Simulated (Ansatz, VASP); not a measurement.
Two plane-wave programs on Fe

The input INCAR:

```
SYSTEM = Fe
PREC = Accurate
ENCUT = 520
EDIFF = 1E-6
ISMEAR = -1
SIGMA = 0.05
LREAL = .False.
LASPH = .True.
NELM = 150
ALGO = Normal
ISIF = 2
LWAVE = .False.
LCHARG = .False.
ISPIN = 2
MAGMOM = 1.44 -1.095 -0.94 -0.94
LORBIT = 11
LMAXMIX = 4
GGA = B5
ALDAX = 1.0
AGGAX = 1.0
AGGAC = 1.0
ALDAC = 0.0
NBANDS = 28
```

File KPOINTS:

```
Automatic mesh
0
Gamma
  16 16 5
  0 0 0
```

File POSCAR:

```
Fe
1.0
    2.5185384485      0.0000000000      0.0000000000
   -1.2592692243      2.1811182768      0.0000000000
    0.0000000000      0.0000000000      8.2531257776
Fe
4
Direct
    0.0000000000      0.0000000000      0.0000000000
    0.0000000000      0.0000000000      0.5000000000
    0.3333333333      0.6666666667      0.2500000000
    0.6666666667      0.3333333333      0.7500000000
```

Input for Ansatz:

```yaml
crystal:
  lattice:
    - [2.5185384485, 0.0, 0.0]
    - [-1.2592692243, 2.1811182768, 0.0]
    - [0.0, 0.0, 8.2531257776]
  atoms:
    - { symbol: Fe, position: [0.0, 0.0, 0.0], spin: 1.44 }
    - { symbol: Fe, position: [0.0, 0.0, 0.5], spin: -1.095 }
    - { symbol: Fe, position: [0.3333333333, 0.6666666667, 0.25], spin: -0.94 }
    - { symbol: Fe, position: [0.6666666667, 0.3333333333, 0.75], spin: -0.94 }
hamiltonian:
  xc: blyp
  pseudopotentials:
    kind: paw
    azcp:
      Fe: "pseudopotentials/Fe.paw.azcp"
basis:
  ecutwfc: 420
  fft_grid_basis: typed
kpoints:
  mp_grid: { grid: [16, 16, 5], shift: [0, 0, 0] }
magnetization:
  spin_polarized: true
scf:
  occupations: { method: fermi_dirac, width: 0.05 }
  lower_state_search: "off"
output:
  stress: true
```

Alike in both runs: task single point; functional BLYP; k mesh 16 × 16 × 5; occupations fermi-dirac, width 0.05 eV; collinear spin.

|  | VASP | Ansatz |
| --- | --- | --- |
| version | VASP 6.6.1 | Ansatz 0.2.0 |
| potentials or method | VASP PAW PBE potentials, release 64 (Fe), cutoff 520 eV | plane waves (420 eV) with PAW, scalar-relativistic |
| valence electrons in the cell | 32 | 64 |

```csv
,VASP,Ansatz,Ansatz less VASP
pressure (GPa),-3.7,-4.3,-0.57
"traceless stress, the component that is largest in VASP (GPa)",0.02,0.07,+0.054
net moment per atom (μB),0.45,0.43,-0.018
size of the moment on the site where the two differ most (μB),1.43,1.39,-0.045
```

VASP's potentials were made for PBE, not for BLYP. Site moments also hang on the region over which each program counts them. VASP's potentials hold 32 valence electrons a cell and Ansatz's 64, so a difference there can come from the potentials and not from the codes.
